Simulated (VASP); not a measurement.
Input of a VASP 6.6.1 run:

The input INCAR:

```
SYSTEM = GaSb
  ALGO = Normal
  EDIFF = 1E-6
  ENCUT = 520
  GGA = PE
  ISIF = 2
  ISMEAR = 0
  LASPH = .True.
  LCHARG = .False.
  LREAL = .False.
  LWAVE = .False.
  NBANDS = 16
  NELM = 100
  PREC = Accurate
  SIGMA = 0.15
```

The input KPOINTS:

```
k-points
0
Gamma
  14 14 14
  0 0 0
```

File POSCAR:

```
GaSb
1.0
    0.0000000000      3.0219866174      3.0219866174
    3.0219866174      0.0000000000      3.0219866174
    3.0219866174      3.0219866174      0.0000000000
Ga Sb
1 1
Direct
    0.0000000000      0.0000000000      0.0000000000
    0.7500000000      0.7500000000      0.7500000000
```

Potentials or basis: VASP PAW PBE potentials, release 64 (Ga_d, Sb).

Run with:

```sh
$ cat potpaw_PBE.64/Ga_d/POTCAR potpaw_PBE.64/Sb/POTCAR > POTCAR
$ mpirun -np 1 vasp_std > vasp.out
```

Estimate the pressure.

4.6 GPa.

Estimate the band gap on the k mesh.

0.30 eV.

Caveat: the cell stands under pressure; spin-orbit coupling is left out, which moves the levels of the heavy elements. A k mesh can miss the band edges.
